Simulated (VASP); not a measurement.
HgTe (Coloradoite): single point with PBEsol

The system is HgTe (Coloradoite).

```xyz
2
Lattice="0.0000 3.0888 3.0888 3.0888 0.0000 3.0888 3.0888 3.0888 0.0000" Properties=species:S:1:pos:R:3 pbc="T T T"
Hg    0.0000    0.0000    0.0000
Te    4.6332    4.6332    4.6332
```

- Program: VASP 6.6.1
- Task: single point
- Functional: PBEsol
- Potentials or basis: VASP PAW PBE potentials, release 64 (Hg, Te)
- Cutoff: 520 eV
- k mesh: 7 × 7 × 7
- Occupations: fermi-dirac, width 0.05 eV
- Spin: no spin polarisation

| Property | Result |
| --- | --- |
| Pressure | 10.2 GPa |
| Band gap on the k mesh | zero (filled and empty bands touch) |

Levels at points of the mesh, in eV from the Fermi level:
```tsv
k point	band 6	band 7	band 8	band 9	band 10	band 11	band 12	band 13
(0.00, 0.00, 0.00)	-7.59	-0.50	-0.04	-0.04	-0.04	3.85	3.85	3.85
```

It took 13 s on 1 thread of Intel Xeon 6455B (shared host), peak memory 0.18 GiB.

Caveat: the PAW data sets were made with another functional, which shifts forces and pressure a little; spin-orbit coupling is left out, which moves the levels of the heavy elements.
